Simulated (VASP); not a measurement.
Runs of VASP 6.6.1 on Be. The structure is that of space group P6_3/mmc (No. 194), or close to it. The cells are those of the table. 

```tsv
cell	gap on the mesh (eV)	pressure (GPa)
a = 2.223, b = 2.223, c = 3.509 Å, angles 90.0, 90.0, 120.0°, 2 atoms	none	7.2
a = 2.208, b = 2.208, c = 3.487 Å, angles 90.0, 90.0, 120.0°, 2 atoms	none	10.2
a = 2.239, b = 2.239, c = 3.532 Å, angles 90.0, 90.0, 120.0°, 2 atoms	none	4.2
a = 2.185, b = 2.185, c = 3.455 Å, angles 90.0, 90.0, 120.0°, 2 atoms	none	15.3
a = 2.251, b = 2.251, c = 3.548 Å, angles 90.0, 90.0, 120.0°, 2 atoms	none	(b)
a = 2.263, b = 2.263, c = 3.565 Å, angles 90.0, 90.0, 120.0°, 2 atoms	none	0.2
a = 2.257, b = 2.257, c = 3.556 Å, angles 90.0, 90.0, 120.0°, 2 atoms	none	(a)
```

Alike in all rows: task single point; level r2SCAN; potentials or basis VASP PAW PBE potentials, release 64 (Be); no spin polarisation; k mesh 24 × 24 × 14; cutoff (eV) 520; smearing fermi-dirac 0.05 eV.

Task: Estimate the missing entries.

Result: (a) 1.2; (b) 2.2.

Caveats: the PAW data sets were made with another functional, which shifts forces and pressure a little.

A gap of «none» marks levels without a gap at the run's occupations.
